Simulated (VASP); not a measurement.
# Fe: single point with LDA

The system is Fe.

```
Fe
1.0
     2.51790    0.00000    0.00000
     0.00000    2.51790    0.00000
     0.00000    0.00000    3.56090
Fe
2
Cartesian
  0.0000 0.0000 0.0000
  1.2590 1.2590 1.7805
```

```yaml
Program: VASP 6.6.1
Task: single point
Functional: LDA
Potentials_or_basis: VASP PAW LDA potentials, release 64 (Fe)
Cutoff: 520 eV
k_mesh: 4 × 4 × 3
Occupations: gaussian, width 0.05 eV
Spin: non-collinear spin, typed start
Starting_moments: "[[-0.195, -1.285, -0.018], [-0.586, -1.592, -2.352]] μB"
Dipole_correction: no
Further_INCAR_settings: ALGO = Normal; EDIFF = 1e-06; NBANDS = 28
```

* Pressure: -35.1 GPa
* Band gap on the k mesh: zero (band 16 reaches 6.69 eV, above the bottom of band 17 at 5.46 eV)
* Net moment: 0.00 μB per cell
* Valence electrons inside the program's atomic spheres: Fe 7.28

Stress tensor (GPa, compression positive):
```
-38.05   0.00   0.00
  0.00 -38.05   0.00
  0.00   0.00 -29.12
```

Levels at points of the mesh, in eV from the Fermi level:
```tsv
k point	band 12	band 13	band 14	band 15	band 16	band 17	band 18	band 19	band 20	band 21
(0.00, 0.00, 0.00)	-1.37	-0.32	-0.32	-0.10	-0.10	1.09	1.09	1.12	1.12	1.12
(0.50, 0.00, 0.00)	-1.72	-1.15	-1.15	-0.59	-0.59	-0.15	-0.15	0.30	0.30	2.22
(0.00, 0.50, 0.00)	-1.72	-1.15	-1.15	-0.59	-0.59	-0.15	-0.15	0.30	0.30	2.22
(0.50, 0.50, 0.00)	0.80	0.98	0.98	1.08	1.08	1.08	1.08	1.46	1.46	3.04
```

Moments on the atoms (μB; x, y, z):
```
Fe   0.07 -0.34  0.85
Fe  -0.07  0.34 -0.85
```

Wall time 100 s on 1 thread of Intel Xeon 8259CL, on a shared host, peak memory 0.17 GiB.

Caveat: the k points lie up to 0.62 Å⁻¹ apart; the starting moments collapsed, and a magnetic state may lie lower.
